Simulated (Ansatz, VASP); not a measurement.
# TaSi2: VASP beside Ansatz

```
Ta Si
1.0
     4.75179    0.00000    0.00000
    -2.37590    4.11517    0.00000
     0.00000    0.00000    6.52590
Ta Si
3 6
Cartesian
  2.3759 0.0000 0.0000
  1.1879 2.0576 4.3506
  -1.1879 2.0576 2.1753
  0.0000 1.3084 0.0000
  3.6187 0.6542 4.3506
  1.2428 3.4610 2.1753
  2.3759 2.8068 0.0000
  -1.2428 3.4610 4.3506
  1.1331 0.6542 2.1753
```

Change from the starting cell: volume scaled by 0.98, ions relaxed.

Alike in both runs: functional PBE; k mesh 11 × 11 × 7; occupations fermi-dirac, width 0.05 eV; no spin polarisation.

Ansatz relaxed the structure, and its values are those at the end. VASP's run is a single point on that final structure, the one shown.

```csv
,VASP,Ansatz
version,VASP 6.6.1,Ansatz 0.2.0
potentials or method,"VASP PAW PBE potentials, release 64 (Ta_pv, Si)","plane-wave PAW, scalar-relativistic"
plane-wave cutoff (eV),520,420
valence electrons in the cell,57,63
```

```tsv
	VASP	Ansatz	Ansatz less VASP
pressure (GPa)	6.8	6.7	-0.12
```

With one functional, cell and mesh, what is left measures potentials, basis and numerics. VASP's potentials hold 57 valence electrons a cell and Ansatz's 63, so a difference there can come from the potentials and not from the codes. Ansatz's warnings: stress scf threshold loose.

Spin-orbit coupling is off throughout.
